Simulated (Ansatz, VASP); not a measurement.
## Hf2SiO6 in VASP and in Ansatz

```xyz
9
Lattice="2.4300 -4.2088 0.0000 2.4300 4.2088 0.0000 0.0000 0.0000 5.3217" Properties=species:S:1:pos:R:3 pbc="T T T"
Hf    1.2150   -2.1044    4.4347
Hf    1.2150    2.1044    0.8869
Si    2.4300    0.0000    2.6608
O     2.4300    2.4529    0.0000
O     1.5207   -0.8780    3.5478
O     3.3392   -0.8780    1.7739
O     2.4300   -2.4529    0.0000
O     3.3392    0.8780    3.5478
O     1.5207    0.8780    1.7739
```

Alike in both runs: task single point; functional PBE; k mesh 6 × 6 × 4; occupations gaussian, width 0.1 eV; no spin polarisation.

|  | VASP | Ansatz |
| --- | --- | --- |
| version | VASP 6.6.1 | Ansatz 0.2.0 |
| potentials or method | VASP PAW PBE potentials, release 64 (Hf_pv, Si, O), cutoff 520 eV | scalar-relativistic, plane waves, PAW |
| valence electrons in the cell | 60 | 92 |

VASP gave:

* gap on the k mesh at the Fermi level (eV): 3.34
* least direct gap on the mesh (eV): 3.34
* rms of the force components (eV/Å): 11.020

Problem. Which values does Ansatz return?

Solution. gap on the k mesh at the Fermi level (eV): 3.72; least direct gap on the mesh (eV): 3.73; rms of the force components (eV/Å): 10.379.

Atom by atom the forces differ by 0.644 eV/Å (rms over components). One of these differences is far larger than is usual between the two programs; its cause wasn't traced. The functional is the same, so the differences come from potentials, cutoffs and numerics. VASP's potentials hold 60 valence electrons a cell and Ansatz's 92, so a difference there can come from the potentials and not from the codes.

Spin-orbit coupling is off throughout.
